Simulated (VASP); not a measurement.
Runs of VASP 6.6.1 on W. The structure is that of space group Fm-3m (No. 225), or close to it. The cells are those of the table. 

```tsv
cell	gap on the mesh (eV)	pressure (GPa)
a = 2.812 Å, angles 60.0°, 1 atom	none	16.0
a = 2.842 Å, angles 60.0°, 1 atom	none	5.8
a = 2.871 Å, angles 60.0°, 1 atom	none	(a)
a = 2.899 Å, angles 60.0°, 1 atom	none	-10.1
a = 2.927 Å, angles 60.0°, 1 atom	none	(b)
```

Alike in all rows: task single point; level PBE; potentials or basis VASP PAW PBE potentials, release 64 (W_sv); no spin polarisation; k mesh 12 × 12 × 12; cutoff (eV) 520; smearing fermi-dirac 0.3 eV.

Q: Fill in the values left out.

A: (a) -2.8; (b) -16.5.

Caveats: spin-orbit coupling is left out, which moves the levels of the heavy elements.

A k mesh can miss the band edges, and the runs leave out spin-orbit coupling on W.

A gap of «none» marks levels without a gap at the run's occupations.
